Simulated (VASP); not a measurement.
Write the native input for VASP 6.6.1 that does the following.

```
Task                   : single point
Functional             : BLYP
Potentials or basis    : VASP PAW PBE potentials, release 64 (In_d)
Cutoff                 : 520 eV
k mesh                 : 18 × 18 × 18
Occupations            : fermi-dirac, width 0.1 eV
Spin                   : no spin polarisation
Dipole correction      : no
Further INCAR settings : ALGO = Normal; EDIFF = 1e-06; NBANDS = 12
```

The structure of In lies in POSCAR:

```
In
1.0
   -1.9632365554      1.9632365554      1.9632365554
    1.9632365554     -1.9632365554      1.9632365554
    1.9632365554      1.9632365554     -1.9632365554
In
1
Direct
    0.0000000000      0.0000000000      0.0000000000
```

This cell differs from its parent crystal: volume scaled by 0.96.

The input as run:

INCAR

```
SYSTEM = In
PREC = Accurate ; ENCUT = 520
EDIFF = 1E-6 ; ISMEAR = -1
SIGMA = 0.1 ; LREAL = .False.
LASPH = .True. ; NELM = 100
ALGO = Normal ; ISIF = 2
LWAVE = .False. ; LCHARG = .False.
GGA = B5 ; ALDAX = 1.0
AGGAX = 1.0 ; AGGAC = 1.0
ALDAC = 0.0 ; NBANDS = 12
```

KPOINTS

```
regular mesh
0
Gamma
  18 18 18
  0 0 0
```

Potentials or basis: VASP PAW PBE potentials, release 64 (In_d).

Launch:

```bash
$ cat potpaw_PBE.64/In_d/POTCAR > POTCAR
$ mpirun -np 1 vasp_std > vasp.out
```

It gave:

The pressure is 0.9 GPa.

Caveat: the PAW data sets were made with another functional, which shifts forces and pressure a little.

Run time: 74 s on 1 thread of Intel(R) Xeon(R) Platinum 8375C CPU @ 2.90GHz (Ice Lake), with other jobs on the host, peak memory 0.2 GiB.
